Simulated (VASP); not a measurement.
Crystal: TiAl.

```
Ti Al
1.0
     2.86726    0.00000    0.00000
    -1.43363    2.48312    0.00000
     0.00000    0.00000    4.67808
Ti Al
1 1
Direct
  0.00000 0.00000 0.00000
  0.33333 0.66667 0.50000
```

Base run:

| Item | Value |
| --- | --- |
| Program | VASP 6.6.1 |
| Functional | BLYP |
| Potentials or basis | VASP PAW PBE potentials, release 64 (Ti_sv, Al) |
| Cutoff | 520 eV |
| k mesh | 9 × 9 × 5 |
| Occupations | fermi-dirac, width 0.1 eV |
| Spin | no spin polarisation |

Its results: pressure 3.4 GPa.

Q: The run is repeated on the same cell with these changes: functional from BLYP to PBEsol. What comes out?

A: Pressure -2.8 GPa.

PBEsol binds more tightly than BLYP, so the same cell stands under less pressure.

Caveats: the PAW data sets were made with another functional, which shifts forces and pressure a little.
